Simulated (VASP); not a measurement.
Re:

```
Re
1.0
     2.76080    0.00000    0.00000
    -1.38040    2.39092    0.00000
     0.00000    0.00000    4.45820
Re
2
Direct
  0.33333 0.66667 0.25000
  0.66667 0.33333 0.75000
```

- Program: VASP 6.6.1
- Task: relaxation of cell and atoms
- Functional: PBEsol
- Potentials or basis: VASP PAW PBE potentials, release 64 (Re)
- Cutoff: 600 eV
- k mesh: 13 × 13 × 7
- Occupations: gaussian, width 0.1 eV
- Spin: no spin polarisation

At the start: pressure -4.3 GPa; volume 14.71 Å³/atom.

Problem. Where does the relaxation end?

Solution. Over 3 steps the energy falls by 2.2 meV/atom and the volume is 14.56 Å³/atom (-1.1 %); space group P6_3/mmc (No. 194, to 0.1 Å) before and after.

Step by step:
```
step  energy change (eV)  largest force (eV/Å)  pressure (GPa)  volume (Å³)
   1              0.0000                0.0000           -4.28        29.43
   2              0.0776                0.0000           20.68        27.78
   3             -0.0044                0.0000           -0.05        29.11
```

Final structure:
```
Re
1.0
     2.75159    0.00000    0.00000
    -1.37580    2.38295    0.00000
     0.00000    0.00000    4.44002
Re
2
Direct
  0.33333 0.66667 0.25000
  0.66667 0.33333 0.75000
```

Caveat: the PAW data sets were made with another functional, which shifts forces and pressure a little.
